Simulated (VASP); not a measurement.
A run of VASP 6.6.1 is set up as follows.

The input POSCAR:

```
ScSi2
1.0
    3.9673218029      0.0000000000      0.0000000000
   -1.9836609014      3.4358014663      0.0000000000
    0.0000000000      0.0000000000      3.7028034944
Sc Si
1 2
Direct
    0.0000000000      0.0000000000      0.0000000000
    0.3333333333      0.6666666667      0.5000000000
    0.6666666667      0.3333333333      0.5000000000
```

Contents of INCAR.step1:

```
SYSTEM = ScSi2
PREC = Accurate
ENCUT = 520
ISMEAR = 0
SIGMA = 0.1
LREAL = .False.
LASPH = .True.
NELM = 60
NBANDS = 16
GGA = PE
ALGO = Normal
EDIFF = 1E-4
LWAVE = .True.
LCHARG = .False.
```

Contents of INCAR.step2:

```
SYSTEM = ScSi2
PREC = Accurate
ENCUT = 520
EDIFF = 1E-6
ISMEAR = 0
SIGMA = 0.1
LREAL = .False.
LASPH = .True.
NELM = 60
ALGO = Normal
ISIF = 2
LWAVE = .False.
LCHARG = .False.
METAGGA = R2SCAN
LMIXTAU = .True.
NBANDS = 16
ISTART = 1
```

Contents of KPOINTS:

```
Automatic mesh
0
Gamma
  6 6 6
  0 0 0
```

Potentials or basis: VASP PAW PBE potentials, release 64 (Sc_sv, Si).

Command:

```sh
$ cat potpaw_PBE.64/Sc_sv/POTCAR potpaw_PBE.64/Si/POTCAR > POTCAR
$ cp INCAR.step1 INCAR
$ mpirun -np 1 vasp_std > vasp.out
$ cp INCAR.step2 INCAR
$ mpirun -np 1 vasp_std > vasp.out
```

Q: Predict the pressure.

A: 0.3 GPa.

Stress tensor (GPa, compression positive):
```
0.36 0.00 0.00
0.00 0.36 0.00
0.00 0.00 0.27
```

Caveat: the PAW data sets were made with another functional, which shifts forces and pressure a little.
